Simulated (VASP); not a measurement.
# Lu (P6_3/mmc) in VASP: a series of runs, part 2 of 2

VASP 6.6.1.

### Step 4. Single point, r2SCAN

Input file POSCAR:

```
Lu
1.0
    3.5031000000      0.0000000000      0.0000000000
   -1.7515500000      3.0337735920      0.0000000000
    0.0000000000      0.0000000000      5.5509000000
Lu
2
Direct
    0.6666666667      0.3333333333      0.7500000000
    0.3333333333      0.6666666667      0.2500000000
```

Input file INCAR.step1:

```
  PREC = Accurate
  ENCUT = 520
  ISMEAR = -1
  SIGMA = 0.05
  LREAL = False
  LASPH = True
  NELM = 60
  NBANDS = 32
  GGA = PE
  ALGO = Normal
  EDIFF = 1E-4
  LWAVE = True
  LCHARG = False
```

Input file INCAR.step2:

```
  PREC = Accurate
  ENCUT = 520
  EDIFF = 1E-7
  ISMEAR = -1
  SIGMA = 0.05
  LREAL = False
  LASPH = True
  NELM = 60
  ALGO = Normal
  ISIF = 2
  LWAVE = False
  LCHARG = True
  METAGGA = R2SCAN
  LMIXTAU = True
  LELF = True
  LVHAR = True
  NBANDS = 32
  ISTART = 1
```

Input file KPOINTS:

```
Automatic mesh
0
Gamma
  9 9 5
```

Potentials or basis: VASP PAW PBE potentials, release 64 (Lu).

Started as:

```console
> cat potpaw_PBE.64/Lu/POTCAR > POTCAR
> cp INCAR.step1 INCAR
> mpirun -np 1 vasp_std > vasp.out
> cp INCAR.step2 INCAR
> mpirun -np 1 vasp_std > vasp.out
```

OUTCAR:

```text
PREC = Accurate
   ENCUT = 520
   EDIFF = 1E-7
   ISMEAR = -1
   LREAL = False
   LASPH = True
   NELM = 60
   ISIF = 2
   METAGGA = R2SCAN
   ISTART = 1

 ion  position               nearest neighbor table
   1  0.667  0.333  0.750-   2 3.43   2 3.43   2 3.43   2 3.43   2 3.43   2 3.43
   2  0.333  0.667  0.250-   1 3.43   1 3.43   1 3.43   1 3.43   1 3.43   1 3.43

  LATTYP: Found a hexagonal cell.
 ALAT       =     3.5031000000
 C/A-ratio  =     1.5845679541

  Lattice vectors:

 A1 = (   3.5031000000,   0.0000000000,   0.0000000000)
 A2 = (  -1.7515500000,   3.0337735920,   0.0000000000)
 A3 = (   0.0000000000,   0.0000000000,   5.5509000000)

Analysis of symmetry for initial positions (statically):
=====================================================================
 Subroutine PRICEL returns:
 Original cell was already a primitive cell.

 Routine SETGRP: Setting up the symmetry group for a
 hexagonal supercell.

 Subroutine GETGRP returns: Found 24 space group operations
[... 154 lines left out ...]
 NGX is ok and might be reduce to    28
   NGX = 13   NGY = 13   NGZ = 21

 number of electron      49.9999998 magnetization

 Free energy of the ion-electron system (eV)
  ---------------------------------------------------
  ext. energy  EPLUGINS =         0.00000000
  ---------------------------------------------------
  free energy    TOTEN  =       -76.12948610 eV

  energy without entropy =      -76.10101298  energy(sigma->0) =      -76.11524954

 E-fermi :   2.1088     XC(G=0): -11.5350

 val. band max:        2.0999224262   @ k =   0.4444   0.1111   0.4000
 cond. band min:       2.1127927312   @ k =   0.3333   0.1111   0.4000
 fundamental gap:      0.0128703050
 Fermi energy:         2.1087796745

 k-point     1 :       0.0000    0.0000    0.0000
  band No.  band energies     occupation
      1     -55.8021      2.00000
      2     -55.7679      2.00000
      3     -26.0739      2.00000
      4     -25.6491      2.00000
      5     -25.6491      2.00000
      6     -25.5734      2.00000
[... 829 lines left out ...]
     31       7.9953      0.00000
     32       7.9953      0.00000

 [... further k-points ...]
[... 5 lines left out ...]
  --------------------------------------------------------------------------------------
  -------------------------------------------------------------------------------------
  Total        0.0094660      0.0094660     -0.3906803      0.0000000      0.0000000      0.0000000
  in kB        0.2570845      0.2570845    -10.6104288      0.0000000      0.0000000      0.0000000
  external PRESSURE =      -3.3654199 kB  Pullay stress =       0.0000000 kB

 VOLUME and BASIS-vectors are now :
 -----------------------------------------------------------------------------
  energy-cutoff  :      520.00
  volume of cell :       58.99
      direct lattice vectors                 reciprocal lattice vectors
     3.503100000  0.000000000  0.000000000     0.285461448  0.164811244  0.000000000
    -1.751550000  3.033773592  0.000000000     0.000000000  0.329622488  0.000000000
     0.000000000  0.000000000  5.550900000     0.000000000  0.000000000  0.180150967

 POSITION                                       TOTAL-FORCE (eV/Angst)
 -----------------------------------------------------------------------------------
      1.75155      1.01126      4.16318        -0.000000     -0.000000      0.000000
     -0.00000      2.02252      1.38773         0.000000      0.000000      0.000000
 -----------------------------------------------------------------------------------
    total drift:                               -0.000000      0.000000     -0.000000

  FREE ENERGIE OF THE ION-ELECTRON SYSTEM (eV)
  ---------------------------------------------------
  free  energy   TOTEN  =       -76.1294860999 eV

  energy  without entropy=      -76.1010129821  energy(sigma->0) =      -76.11524954
```

OUTCAR.step1:

```text
PREC = Accurate
   ENCUT = 520
   ISMEAR = -1
   LREAL = False
   LASPH = True
[... 1064 lines left out ...]
      1.75155      1.01126      4.16318         0.000000     -0.000000      0.000000
     -0.00000      2.02252      1.38773        -0.000000      0.000000      0.000000
 -----------------------------------------------------------------------------------
    total drift:                               -0.000000      0.000000     -0.000000

  FREE ENERGIE OF THE ION-ELECTRON SYSTEM (eV)
  ---------------------------------------------------
  free  energy   TOTEN  =        -9.0535222225 eV

  energy  without entropy=       -9.0227676916  energy(sigma->0) =       -9.03814496
```

OSZICAR.step1:

```text
N       E                     dE             d eps       ncg     rms          rms(c)
DAV:   1     0.262258931606E+03    0.26226E+03   -0.19044E+04  3376   0.515E+03
DAV:   2     0.222213808246E+02   -0.24004E+03   -0.23077E+03  2520   0.604E+02
DAV:   3    -0.634219144852E+01   -0.28564E+02   -0.28055E+02  3328   0.121E+02
DAV:   4    -0.914505968262E+01   -0.28029E+01   -0.27821E+01  3520   0.257E+01
DAV:   5    -0.922374233168E+01   -0.78683E-01   -0.78635E-01  3520   0.445E+00    0.494E+00
DAV:   6    -0.909164943327E+01    0.13209E+00   -0.40677E-01  3680   0.799E+00    0.234E+00
DAV:   7    -0.905630535675E+01    0.35344E-01   -0.94626E-02  3408   0.190E+00    0.436E-01
DAV:   8    -0.905326872727E+01    0.30366E-02   -0.12117E-02  3776   0.899E-01    0.144E-01
DAV:   9    -0.905351249077E+01   -0.24376E-03   -0.14121E-03  2728   0.270E-01    0.974E-02
DAV:  10    -0.905352222249E+01   -0.97317E-05   -0.22134E-04  2624   0.105E-01
   1 F= -.90535222E+01 E0= -.90381450E+01  d E =-.307545E-01
```

It took 2.9 min on 1 thread of Intel Xeon 6975P-C (Granite Rapids), shared host; peak memory 0.22 GiB.

Results:

```
Free energy            : -76.1295 eV
Pressure               : -0.3 GPa
Band gap on the k mesh : zero (band 25 reaches 3.02 eV, above the bottom of band 26 at 1.53 eV)
```

Levels at points of the mesh, in eV from the Fermi level:
```csv
k point,band 21,band 22,band 23,band 24,band 25,band 26,band 27,band 28,band 29,band 30
"(0.00, 0.00, 0.00)",-5.08,-5.07,-5.06,-2.43,0.39,2.46,2.46,2.78,3.21,3.21
```

Caveat: the PAW data sets were made with another functional, which shifts forces and pressure a little; spin-orbit coupling is left out, which moves the levels of the heavy elements.

### Step 5. Single point, r2SCAN

This run uses another cell than the first one, of 30.09 Å³/atom, 1.020 times its volume.

Input file POSCAR:

```
Lu
1.0
    3.5263000139      0.0000000000      0.0000000000
   -1.7631500069      3.0538653934      0.0000000000
    0.0000000000      0.0000000000      5.5876619985
Lu
2
Direct
    0.6666666667      0.3333333333      0.7500000000
    0.3333333333      0.6666666667      0.2500000000
```

Input file INCAR.step1:

```
SYSTEM = Lu
PREC = Accurate ; ENCUT = 520
ISMEAR = -1 ; SIGMA = 0.05
LREAL = .FALSE. ; LASPH = .TRUE.
NELM = 80 ; NBANDS = 32
GGA = PE ; ALGO = Normal
EDIFF = 1E-4 ; LWAVE = .TRUE.
LCHARG = .FALSE.
```

Input file INCAR.step2:

```
SYSTEM = Lu
PREC = Accurate ; ENCUT = 520
EDIFF = 1E-7 ; ISMEAR = -1
SIGMA = 0.05 ; LREAL = .FALSE.
LASPH = .TRUE. ; NELM = 80
ALGO = Normal ; ISIF = 2
LWAVE = .FALSE. ; LCHARG = .FALSE.
METAGGA = R2SCAN ; LMIXTAU = .TRUE.
NBANDS = 32 ; ISTART = 1
```

Input file KPOINTS:

```
regular mesh
0
G
  9 9 5
  0 0 0
```

Started as:

```console
> cat potpaw_PBE.64/Lu/POTCAR > POTCAR
> cp INCAR.step1 INCAR
> mpirun -np 1 vasp_std > vasp.out
> cp INCAR.step2 INCAR
> mpirun -np 1 vasp_std > vasp.out
```

It took 3.6 min on 1 thread of Intel Xeon 6975P-C (Granite Rapids), shared host; peak memory 0.22 GiB.

The run converged. Its results:

```yaml
Free_energy: -76.1252 eV
Pressure: -1.3 GPa
Band_gap_on_the_k_mesh: zero (band 25 reaches 2.94 eV, above the bottom of band 26 at 1.49 eV)
```

Stress tensor (GPa, compression positive):
```
-0.93  0.00  0.00
 0.00 -0.93  0.00
 0.00  0.00 -1.95
```

Levels at points of the mesh, in eV from the Fermi level:
```
           k point  band 22  band 23  band 24  band 25  band 26  band 27  band 28  band 29
(0.00, 0.00, 0.00)    -5.11    -5.10    -2.39     0.34     2.45     2.45     2.76     3.18
```

Caveat: the PAW data sets were made with another functional, which shifts forces and pressure a little; spin-orbit coupling is left out, which moves the levels of the heavy elements.

### Step 6. Overview

| level | cell | k mesh | gap on the mesh (eV) | pressure (GPa) |
| --- | --- | --- | --- | --- |
| BLYP | a = 3.503, b = 3.503, c = 5.551 Å, angles 90.0, 90.0, 120.0°, 2 atoms | 5 × 5 × 3 | none | 0.6 |
| r2SCAN | a = 3.503, b = 3.503, c = 5.551 Å, angles 90.0, 90.0, 120.0°, 2 atoms | 5 × 5 × 3 | none | 0.1 |
| r2SCAN | a = 3.503, b = 3.503, c = 5.551 Å, angles 90.0, 90.0, 120.0°, 2 atoms | 9 × 9 × 5 | none | -0.3 |
| r2SCAN | a = 3.526, b = 3.526, c = 5.588 Å, angles 90.0, 90.0, 120.0°, 2 atoms | 9 × 9 × 5 | none | -1.3 |

Alike in all rows: task single point; potentials or basis VASP PAW PBE potentials, release 64 (Lu); no spin polarisation; cutoff (eV) 520; smearing fermi-dirac 0.05 eV.

Caveats: some runs use coarse meshes; the PAW data sets were made with another functional, which shifts forces and pressure a little; spin-orbit coupling is left out, which moves the levels of the heavy elements.

Absolute energies hang on the potentials; compare differences alone.
